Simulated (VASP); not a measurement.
# BeSe2 (P4_2/mmc) in VASP: single point with PBE

Aim: the single point of BeSe2 with PBE.

Everything below comes from runs of VASP 6.6.1. Logs are shortened: lines on timing, memory, paths and dates and some standing lists are left out, and cuts for length are marked.

### Step 1. The cell of the first run

The structure is tetragonal, space group P4_2/mmc (No. 131). Conventional cell: a = 5.165 Å, b = 5.165 Å, c = 5.135 Å, α = 90.00°, β = 90.00°, γ = 90.00°. Within 3.7 Å of Be (site symmetry mmm) lie 8 Se at 2.82 to 2.95 Å. Se (site symmetry m2m) has 2 Se at 2.33 to 2.84 Å and 4 Be at 2.82 to 2.95 Å within 3.1 Å.

The cell was built from a structure type or drawn by symmetry, and may not be a known phase.

### Step 2. Single point, PBE

Input file INCAR:

```
SYSTEM = BeSe2
ALGO = Normal
EDIFF = 1E-6
ENCUT = 600
GGA = PE
GGA_COMPAT = .FALSE.
ISIF = 2
ISMEAR = 0
LASPH = .TRUE.
LCHARG = .TRUE.
LELF = .TRUE.
LREAL = .FALSE.
LVHAR = .TRUE.
LWAVE = .FALSE.
NBANDS = 23
NELM = 120
PREC = Accurate
SIGMA = 0.2
```

Input file KPOINTS:

```
k-points
0
G
  3 3 3
  0 0 0
```

Input file POSCAR:

```
BeSe2
1.0
    5.1653778413      0.0000000000      0.0000000000
    0.0000000000      5.1653778413      0.0000000000
    0.0000000000      0.0000000000      5.1351141326
Be Se
2 4
Direct
    0.5000000000      0.0000000000      0.0000000000
    0.0000000000      0.5000000000      0.5000000000
    0.2253166936      0.5000000000      0.0000000000
    0.7746833064      0.5000000000      0.0000000000
    0.5000000000      0.7746833064      0.5000000000
    0.5000000000      0.2253166936      0.5000000000
```

Potentials or basis: VASP PAW PBE potentials, release 64 (Be, Se).

On the command line:

```
> cat potpaw_PBE.64/Be/POTCAR potpaw_PBE.64/Se/POTCAR > POTCAR
> mpirun -np 1 vasp_std > vasp.out
```

OUTCAR:

```text
SYSTEM = BeSe2
   EDIFF = 1E-6
   ENCUT = 600
   GGA = PE
   ISIF = 2
   ISMEAR = 0
   LASPH = .TRUE.
   LREAL = .FALSE.
   NELM = 120
   PREC = Accurate

 ion  position               nearest neighbor table
   1  0.500  0.000  0.000-
   2  0.000  0.500  0.500-
   3  0.225  0.500  0.000-   4 2.33
   4  0.775  0.500  0.000-   3 2.33
   5  0.500  0.775  0.500-   6 2.33
   6  0.500  0.225  0.500-   5 2.33

  LATTYP: Found a simple tetragonal cell.
 ALAT       =     5.1653778413
 C/A-ratio  =     0.9941410465

  Lattice vectors:

 A1 = (   5.1653778413,   0.0000000000,   0.0000000000)
 A2 = (   0.0000000000,   5.1653778413,   0.0000000000)
 A3 = (   0.0000000000,   0.0000000000,   5.1351141326)

Analysis of symmetry for initial positions (statically):
=====================================================================
 Subroutine PRICEL returns:
 Original cell was already a primitive cell.

 Routine SETGRP: Setting up the symmetry group for a
 simple tetragonal supercell.

 Subroutine GETGRP returns: Found 16 space group operations
 (whereof  8 operations were pure point group operations)
 out of a pool of 16 trial point group operations.

The static configuration has the point symmetry D_2h.
 The point group associated with its full space group is D_4h.

Analysis of symmetry for dynamics (positions and initial velocities):
=====================================================================
 Subroutine PRICEL returns:
 Original cell was already a primitive cell.

 Routine SETGRP: Setting up the symmetry group for a
 simple tetragonal supercell.

 Subroutine GETGRP returns: Found 16 space group operations
 (whereof  8 operations were pure point group operations)
 out of a pool of 16 trial point group operations.

The dynamic configuration has the point symmetry D_2h.
 The point group associated with its full space group is D_4h.

 Subroutine INISYM returns: Found 16 space group operations
 (whereof  8 operations are pure point group operations),
 and found     1 'primitive' translations

----------------------------------------------------------------------------------------

                                     Primitive cell

  volume of cell :     137.0106

  direct lattice vectors                    reciprocal lattice vectors
     5.165377841  0.000000000  0.000000000     0.193596680  0.000000000  0.000000000
     0.000000000  5.165377841  0.000000000     0.000000000  0.193596680  0.000000000
     0.000000000  0.000000000  5.135114133     0.000000000  0.000000000  0.194737639

  length of vectors
     5.165377841  5.165377841  5.135114133     0.193596680  0.193596680  0.194737639

  position of ions in fractional coordinates (direct lattice)
     0.500000000  0.000000000  0.000000000
     0.000000000  0.500000000  0.500000000
     0.225316694  0.500000000  0.000000000
     0.774683306  0.500000000  0.000000000
     0.500000000  0.774683306  0.500000000
     0.500000000  0.225316694  0.500000000

  ion indices of the primitive-cell ions
   primitive index   ion index
                 1           1
                 2           2
                 3           3
                 4           4
                 5           5
                 6           6

----------------------------------------------------------------------------------------

 KPOINTS: k-points

Automatic generation of k-mesh.
 Grid dimensions read from file:
 generate k-points for:    3    3    3

 Generating k-lattice:

  Cartesian coordinates                     Fractional coordinates (reciprocal lattice)
     0.064532227  0.000000000  0.000000000     0.333333333  0.000000000  0.000000000
     0.000000000  0.064532227  0.000000000     0.000000000  0.333333333  0.000000000
     0.000000000  0.000000000  0.064912546     0.000000000  0.000000000  0.333333333

  Length of vectors
     0.064532227  0.064532227  0.064912546

  Shift w.r.t. Gamma in fractional coordinates (k-lattice)
     0.000000000  0.000000000  0.000000000

 Subroutine IBZKPT returns following result:
 ===========================================

 Found      6 irreducible k-points:

 Following reciprocal coordinates:
            Coordinates               Weight
  0.000000  0.000000  0.000000      1.000000
  0.333333  0.000000  0.000000      4.000000
  0.333333  0.333333  0.000000      4.000000
  0.000000  0.000000  0.333333      2.000000
  0.333333  0.000000  0.333333      8.000000
  0.333333  0.333333  0.333333      8.000000
   k-points           NKPTS =      6   k-points in BZ     NKDIM =      6   number of bands    NBANDS=     23
   number of dos      NEDOS =    301   number of ions     NIONS =      6
   total plane-waves  NPLWV =  74088
   dimension x,y,z NGX =    42 NGY =   42 NGZ =   42
   dimension x,y,z NGXF=    84 NGYF=   84 NGZF=   84
   ions per type =               2   4
   NGX,Y,Z   is equivalent  to a cutoff of  13.52, 13.52, 13.60 a.u.
   NGXF,Y,Z  is equivalent  to a cutoff of  27.04, 27.04, 27.19 a.u.
 SYSTEM =  BeSe2
   PREC   = accura    normal or accurate (medium, high low for compatibility)
   ISTART =      0    job   : 0-new  1-cont  2-samecut
   ICHARG =      2    charge: 1-file 2-atom 10-const
   ISPIN  =      1    spin polarized calculation?
   LNONCOLLINEAR =      F non collinear calculations
   LSORBIT =      F    spin-orbit coupling
   LASPH  =      T    aspherical Exc in radial PAW
   ENCUT  =  600.0 eV  44.10 Ry    6.64 a.u.  10.32 10.32 10.26*2*pi/ulx,y,z
   NELM   =    120;   NELMIN=  2; NELMDL= -5     # of ELM steps
   EDIFF  = 0.1E-05   stopping-criterion for ELM
   LREAL  =      F    real-space projection
   EDIFFG = 0.1E-04   stopping-criterion for IOM
   NSW    =      0    number of steps for IOM
   IBRION =     -1    ionic relax: 0-MD 1-quasi-New 2-CG
   NFREE  =      0    steps in history (QN), initial steepest desc. (CG)
   ISIF   =      2    stress and relaxation
   ISYM   =      2    0-nonsym 1-usesym 2-fastsym
   POTIM  = 0.5000    time-step for ionic-motion
   TEBEG  =    0.0;   TEEND  =   0.0 temperature during run
   PSTRESS=    0.0 pullay stress
   NELECT =      28.0000    total number of electrons
   NUPDOWN=      -1.0000    fix difference up-down
   EMIN   =  10.00;   EMAX   =-10.00  energy-range for DOS
   EFERMI =   0.00;   METHOD = LEGACY
   ISMEAR =     0;   SIGMA  =   0.20  broadening in eV -4-tet -1-fermi 0-gaus
   EFERMI_NEDOS =   21; number of points for ismear=-14 and -15
   IALGO  =     38    algorithm
   IMIX   =      4    mixing-type and parameters
     AMIX     =   0.40;   BMIX     =  1.00
     AMIX_MAG =   1.60;   BMIX_MAG =  1.00
  volume/ion in A,a.u.               =      22.84       154.10
  Fermi-wavevector in a.u.,A,eV,Ry     =   0.964294  1.822251 12.651550  0.929863
  Thomas-Fermi vector in A             =   2.093913
   LORBIT       =      0    0 simple, 1 ext, 2 COOP (PROOUT), +10 PAW based schemes
   GGA     = PE    functional components
   LHFCALC =     F    Hartree Fock is set to
   AEXX    =    0.0000 exact exchange contribution
   IVDW    =     0    specifies the selected vdW correction
   LEPSILON=     F    determine dielectric tensor
   LRPA    =     F    only Hartree local field effects (RPA)
 non-spin polarized calculation
 Gauss-broadening in eV      SIGMA  =   0.20
  energy-cutoff  :      600.00
  volume of cell :      137.01
 maximum number of plane-waves:      4601
 NGX is ok and might be reduce to    42
   NGX = 21   NGY = 21   NGZ = 21

 number of electron      28.0000004 magnetization

 Free energy of the ion-electron system (eV)
  ---------------------------------------------------
  ext. energy  EPLUGINS =         0.00000000
  ---------------------------------------------------
  free energy    TOTEN  =       -17.20587223 eV

  energy without entropy =      -17.14326972  energy(sigma->0) =      -17.17457097

 E-fermi :   3.7389     XC(G=0):  -8.7890

 val. band max:        3.7203378105   @ k =   0.3333   0.0000   0.0000
 cond. band min:       3.8572859308   @ k =   0.3333   0.0000   0.3333
 fundamental gap:      0.1369481202
 Fermi energy:         3.7389005192

 k-point     1 :       0.0000    0.0000    0.0000
  band No.  band energies     occupation
      1     -12.5262      2.00000
      2     -11.2036      2.00000
      3      -7.9212      2.00000
      4      -7.9212      2.00000
      5      -3.8171      2.00000
      6      -2.8512      2.00000
[... 15 lines left out ...]
     22       8.5821      0.00000
     23       8.5825      0.00000

 k-point     2 :       0.3333    0.0000    0.0000
  band No.  band energies     occupation
      1     -12.2268      2.00000
      2     -11.2807      2.00000
      3      -8.9353      2.00000
      4      -7.8926      2.00000
      5      -3.2641      2.00000
      6      -2.4016      2.00000
[... 15 lines left out ...]
     22       8.2938      0.00000
     23       9.0822      0.00000

 k-point     3 :       0.3333    0.3333    0.0000
  band No.  band energies     occupation
      1     -11.8437      2.00000
      2     -11.2898      2.00000
      3      -9.6983      2.00000
      4      -8.1984      2.00000
      5      -1.9314      2.00000
      6      -1.5119      2.00000
[... 15 lines left out ...]
     22       8.2818      0.00000
     23       8.4711      0.00000

 k-point     4 :       0.0000    0.0000    0.3333
  band No.  band energies     occupation
      1     -12.2301      2.00000
      2     -11.5714      2.00000
      3      -7.8604      2.00000
      4      -7.8604      2.00000
      5      -3.8996      2.00000
      6      -3.8657      2.00000
[... 15 lines left out ...]
     22       7.6449      0.00000
     23       8.5971      0.00000

 k-point     5 :       0.3333    0.0000    0.3333
  band No.  band energies     occupation
      1     -12.0099      2.00000
      2     -11.4211      2.00000
      3      -9.1208      2.00000
      4      -7.8365      2.00000
      5      -3.7032      2.00000
      6      -2.5431      2.00000
[... 15 lines left out ...]
     22       8.0012      0.00000
     23       8.4076      0.00000

 k-point     6 :       0.3333    0.3333    0.3333
  band No.  band energies     occupation
      1     -11.6565      2.00000
      2     -11.3731      2.00000
      3      -9.4522      2.00000
      4      -8.7433      2.00000
      5      -2.4146      2.00000
      6      -2.3752      2.00000
[... 15 lines left out ...]
     22       7.2586      0.00000
     23       8.3187      0.00000

------------------------ aborting loop because EDIFF is reached ----------------------------------------

  FORCE on cell =-STRESS in cart. coord.  units (eV):
  Direction    XX          YY          ZZ          XY          YZ          ZX
  --------------------------------------------------------------------------------------
  -------------------------------------------------------------------------------------
  Total       -0.0338357     -0.0338357      0.0134668     -0.0000000      0.0000000      0.0000000
  in kB       -0.3956690     -0.3956690      0.1574784     -0.0000000      0.0000000      0.0000000
  external PRESSURE =      -0.2112865 kB  Pullay stress =       0.0000000 kB

 VOLUME and BASIS-vectors are now :
 -----------------------------------------------------------------------------
  energy-cutoff  :      600.00
  volume of cell :      137.01
      direct lattice vectors                 reciprocal lattice vectors
     5.165377841  0.000000000  0.000000000     0.193596680  0.000000000  0.000000000
     0.000000000  5.165377841  0.000000000     0.000000000  0.193596680  0.000000000
     0.000000000  0.000000000  5.135114133     0.000000000  0.000000000  0.194737639

 POSITION                                       TOTAL-FORCE (eV/Angst)
 -----------------------------------------------------------------------------------
      2.58269      0.00000      0.00000         0.000000      0.000000      0.000000
      0.00000      2.58269      2.56756         0.000000      0.000000      0.000000
      1.16385      2.58269      0.00000         0.087740      0.000000      0.000000
      4.00153      2.58269      0.00000        -0.087740      0.000000     -0.000000
      2.58269      4.00153      2.56756         0.000000     -0.087740      0.000000
      2.58269      1.16385      2.56756         0.000000      0.087740     -0.000000
 -----------------------------------------------------------------------------------
    total drift:                                0.000000     -0.000000     -0.000000

  FREE ENERGIE OF THE ION-ELECTRON SYSTEM (eV)
  ---------------------------------------------------
  free  energy   TOTEN  =       -17.2058722261 eV

  energy  without entropy=      -17.1432697236  energy(sigma->0) =      -17.17457097
```

Wall time 19 s (1 thread of AMD EPYC 9R45 (Zen 5), shared host); peak memory 0.21 GiB.

Results:

* Free energy: -17.2059 eV
* Pressure: 0.0 GPa
* Largest force: 0.088 eV/Å
* Band gap on the k mesh: zero (bands 14 and 15 overlap by 0.94 eV)

Forces in eV/Å, atoms in the order of the input:
```
Be   0.000  0.000  0.000
Be   0.000  0.000  0.000
Se   0.088  0.000  0.000
Se  -0.088  0.000  0.000
Se   0.000 -0.088  0.000
Se   0.000  0.088  0.000
```

Levels at points of the mesh, in eV from the Fermi level:
| k point | band 11 | band 12 | band 13 | band 14 | band 15 | band 16 | band 17 | band 18 |
| --- | --- | --- | --- | --- | --- | --- | --- | --- |
| (0.00, 0.00, 0.00) | -2.13 | -1.58 | -1.58 | -1.46 | -0.77 | 0.18 | 1.61 | 1.61 |

Caveat: the k points lie up to 0.41 Å⁻¹ apart, too coarse for converged energies and pressures of a metal.
